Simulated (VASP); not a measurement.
Input of a VASP 6.6.1 run:

Contents of INCAR:

```
PREC = Accurate
ENCUT = 520
EDIFF = 1E-6
ISMEAR = -1
SIGMA = 0.05
LREAL = F
LASPH = T
NELM = 60
ALGO = Normal
ISIF = 2
LWAVE = F
LCHARG = F
GGA = CA
NBANDS = 16
```

KPOINTS

```
Automatic mesh
0
Gamma
  8 8 8
```

File POSCAR:

```
SbPb
1.0
    0.0000000000      3.2433896950      3.2433896950
    3.2433896950      0.0000000000      3.2433896950
    3.2433896950      3.2433896950      0.0000000000
Sb Pb
1 1
Direct
    0.5000000000      0.5000000000      0.5000000000
    0.0000000000      0.0000000000      0.0000000000
```

Potentials or basis: VASP PAW LDA potentials, release 64 (Sb, Pb_d).

Run with:

```bash
$ cat potpaw_LDA.64/Sb/POTCAR potpaw_LDA.64/Pb_d/POTCAR > POTCAR
$ mpirun -np 1 vasp_std > vasp.out
```

Problem. Estimate the pressure.

Solution. -5.3 GPa.
